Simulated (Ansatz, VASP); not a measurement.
**Two plane-wave programs on CsI**

Contents of POSCAR:

```
CsI
1.0
    4.6660143501      0.0000000000      0.0000000000
    0.0000000000      4.6660143501      0.0000000000
    0.0000000000      0.0000000000      4.6660143501
Cs I
1 1
Direct
    0.0000000000      0.0000000000      0.0000000000
    0.5000000000      0.5000000000      0.5000000000
```

INCAR.step1

```
SYSTEM = CsI
PREC     = Accurate       ! precision mode
ENCUT    = 550            ! plane-wave cutoff, eV
ISMEAR   = 0              ! smearing method
SIGMA    = 0.02           ! smearing width, eV
LREAL    = .FALSE.        ! projectors in reciprocal space
LASPH    = .TRUE.         ! aspherical terms in the spheres
NELM     = 120            ! most SCF steps
GGA      = PE             ! functional
ALGO     = Normal         ! electronic algorithm
EDIFF    = 1E-5           ! SCF threshold, eV
LWAVE    = .TRUE.         ! write WAVECAR
LCHARG   = .FALSE.        ! write CHGCAR
GGA_COMPAT= .FALSE.      
IBRION   = 2              ! ionic algorithm
ISIF     = 3              ! what is computed and relaxed
EDIFFG   = -0.005         ! ionic threshold
NELMIN   = 4            
NSW      = 100            ! ionic steps
```

INCAR.step2

```
SYSTEM = CsI
PREC     = Accurate       ! precision mode
ENCUT    = 550            ! plane-wave cutoff, eV
EDIFF    = 1E-7           ! SCF threshold, eV
ISMEAR   = 0              ! smearing method
SIGMA    = 0.02           ! smearing width, eV
LREAL    = .FALSE.        ! projectors in reciprocal space
LASPH    = .TRUE.         ! aspherical terms in the spheres
NELM     = 120            ! most SCF steps
ALGO     = Normal         ! electronic algorithm
ISIF     = 3              ! what is computed and relaxed
LWAVE    = .FALSE.        ! write WAVECAR
LCHARG   = .FALSE.        ! write CHGCAR
METAGGA  = R2SCAN         ! meta-GGA
LMIXTAU  = .TRUE.       
IBRION   = 2              ! ionic algorithm
NSW      = 70             ! ionic steps
EDIFFG   = -0.005         ! ionic threshold
ISTART   = 1            
GGA_COMPAT= .FALSE.      
NELMIN   = 4
```

The input KPOINTS:

```
regular mesh
0
G
  6 6 6
  0 0 0
```

Input for Ansatz:

```yaml
crystal:
  lattice:
    - [4.6660143501, 0.0, 0.0]
    - [0.0, 4.6660143501, 0.0]
    - [0.0, 0.0, 4.6660143501]
  atoms:
    - { symbol: Cs, position: [0.0, 0.0, 0.0] }
    - { symbol: I, position: [0.5, 0.5, 0.5] }
basis:
  ecutwfc: 500
kpoints:
  mp_grid: { grid: [6, 6, 6] }
hamiltonian:
  xc: r2scan
scf:
  occupations: { method: gaussian, width: 0.02 }
output:
  forces: true
  stress: true
  eigenvalues: true
  write_density: true
  write_potential: true
  elf: true
  volumetric_format: npy
relax:
  adjacent_minimum: "off"
  f_tol: 0.005
  max_steps: 50
  cell: { stress_tol: 0.05 }
```

Alike in both runs: task relaxation of cell and atoms; functional r2SCAN; k mesh 6 × 6 × 6; occupations gaussian, width 0.02 eV; no spin polarisation.

```csv
,VASP,Ansatz
version,VASP 6.6.1,Ansatz 0.2.0
potentials or method,"VASP PAW PBE potentials, release 64 (Cs_sv, I), cutoff 550 eV","scalar-relativistic, plane waves, PAW"
valence electrons in the cell,16,26
```

VASP gave:

```
gap on the k mesh at the Fermi level, each at its own relaxed structure (eV) : 4.48
relaxed volume (Å³/atom)                                                     : 49.15
relaxed cell length with the largest relative difference (Å)                 : 4.615
```

Question: Estimate Ansatz's values.

Answer: gap on the k mesh at the Fermi level, each at its own relaxed structure (eV): 4.52; relaxed volume (Å³/atom): 48.92; relaxed cell length with the largest relative difference (Å): 4.608.

VASP's potentials were made for PBE, not for r2SCAN. VASP's potentials hold 16 valence electrons a cell and Ansatz's 26, so a difference there can come from the potentials and not from the codes.

Neither program's run includes spin-orbit coupling.
